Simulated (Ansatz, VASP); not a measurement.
## Y: VASP beside Ansatz

INCAR

```
PREC = Accurate ; ENCUT = 520
EDIFF = 1E-7 ; ISMEAR = 0
SIGMA = 0.15 ; LREAL = F
LASPH = T ; NELM = 100
ALGO = Fast ; ISIF = 2
LWAVE = F ; LCHARG = T
GGA = PS ; LELF = T
LVHAR = T ; NBANDS = 12
```

The input KPOINTS:

```
regular mesh
0
Gamma
  16 16 16
```

POSCAR

```
Y
1.0
    0.0000000000      2.5284875000      2.5284875000
    2.4850000000      0.0434875000      2.4850000000
    2.4850000000      2.4850000000      0.0434875000
Y
1
Direct
    0.0000000000      0.0000000000      0.0000000000
```

Input for Ansatz:

```yaml
crystal:
  lattice:
    - [0.0, 2.5284875, 2.5284875]
    - [2.485, 0.0434875, 2.485]
    - [2.485, 2.485, 0.0434875]
  atoms:
    - { symbol: "Y", position: [0.0, 0.0, 0.0] }
basis:
  ecutwfc: 420
kpoints:
  mp_grid: { grid: [16, 16, 16] }
hamiltonian:
  xc: pbesol
scf:
  occupations: { method: gaussian, width: 0.15 }
output:
  forces: true
  stress: true
  eigenvalues: true
```

Change from the starting cell: strain +0.0350 x Voigt [0, 0, 0, 1, 0, 0], atoms carried along.

Alike in both runs: task single point; functional PBEsol; k mesh 16 × 16 × 16; occupations gaussian, width 0.15 eV; no spin polarisation.

|  | VASP | Ansatz |
| --- | --- | --- |
| version | VASP 6.6.1 | Ansatz 0.2.0 |
| potentials or method | VASP PAW PBE potentials, release 64 (Y_sv), cutoff 520 eV | scalar-relativistic, plane waves, PAW |
| valence electrons in the cell | 11 | 11 |

Ansatz gave:

```
gap on the k mesh at the Fermi level (eV)                     : none
pressure (GPa)                                                : 0.2
traceless stress, the component that is largest in VASP (GPa) : -1.23
```

What did VASP give for the same quantities?

gap on the k mesh at the Fermi level (eV): none; pressure (GPa): 0.1; traceless stress, the component that is largest in VASP (GPa): -1.23.

VASP's potentials were made for PBE, not for PBEsol. A gap of «none» marks a metal or a gap that the smearing closes. With one functional, cell and mesh, what is left measures potentials, basis and numerics.
